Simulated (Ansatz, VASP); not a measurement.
## Bi in VASP and in Ansatz

The input INCAR:

```
PREC = Accurate ; ENCUT = 520
EDIFF = 1E-8 ; ISMEAR = -1
SIGMA = 0.03 ; LREAL = F
LASPH = T ; NELM = 60
ALGO = Normal ; ISIF = 2
LWAVE = F ; LCHARG = F
GGA = PS ; LEFG = T
NBANDS = 22
```

Contents of KPOINTS:

```
Automatic mesh
0
Gamma
  10 10 10
```

POSCAR

```
Bi
1.0
    2.2880530951      1.3210080704      3.9801861936
   -2.2880530951      1.3210080704      3.9801861936
    0.0000000000     -2.6420161407      3.9801861936
Bi
2
Direct
    0.2338900000      0.2338900000      0.2338900000
    0.7661100000      0.7661100000      0.7661100000
```

Input for Ansatz:

```yaml
crystal:
  lattice:
    - [2.2880530951, 1.3210080704, 3.9801861936]
    - [-2.2880530951, 1.3210080704, 3.9801861936]
    - [0.0, -2.6420161407, 3.9801861936]
  atoms:
    - { symbol: Bi, position: [0.23389, 0.23389, 0.23389] }
    - { symbol: Bi, position: [0.76611, 0.76611, 0.76611] }
kpoints:
  mp_grid: { grid: [10, 10, 10] }
scf:
  occupations: { method: fermi_dirac, width: 0.03 }
hamiltonian:
  xc: pbesol
  pseudopotentials: { kind: all_electron, datasets: crystal }
output:
  forces: true
  stress: true
  eigenvalues: true
  efg: { contact_densities: true }
```

Change from the starting cell: volume scaled by 1.02, crystal datasets.

Alike in both runs: task electric field gradients; functional PBEsol; k mesh 10 × 10 × 10; occupations fermi-dirac, width 0.03 eV; no spin polarisation.

```csv
,VASP,Ansatz
version,VASP 6.6.1,Ansatz 0.2.0
potentials or method,"VASP PAW PBE potentials, release 64 (Bi_d), cutoff 520 eV","all-electron PAW with datasets made for the crystal, scalar-relativistic"
```

VASP gave:

* pressure (GPa): -1.6
* traceless stress, the component that is largest in VASP (GPa): 0.14
* rms of the force components (eV/Å): 0.018
* size of Vzz on the site where it differs most (V/Å²): 28.3

What did Ansatz give for the same quantities?

Pressure (GPa): -1.5; traceless stress, the component that is largest in VASP (GPa): 0.14; rms of the force components (eV/Å): 0.015; size of Vzz on the site where it differs most (V/Å²): 29.9.

VASP's potentials were made for PBE, not for PBEsol. Atom by atom the forces differ by 0.003 eV/Å (rms over components). Ansatz ran all-electron here, and VASP with PAW potentials.

Neither program's run includes spin-orbit coupling.
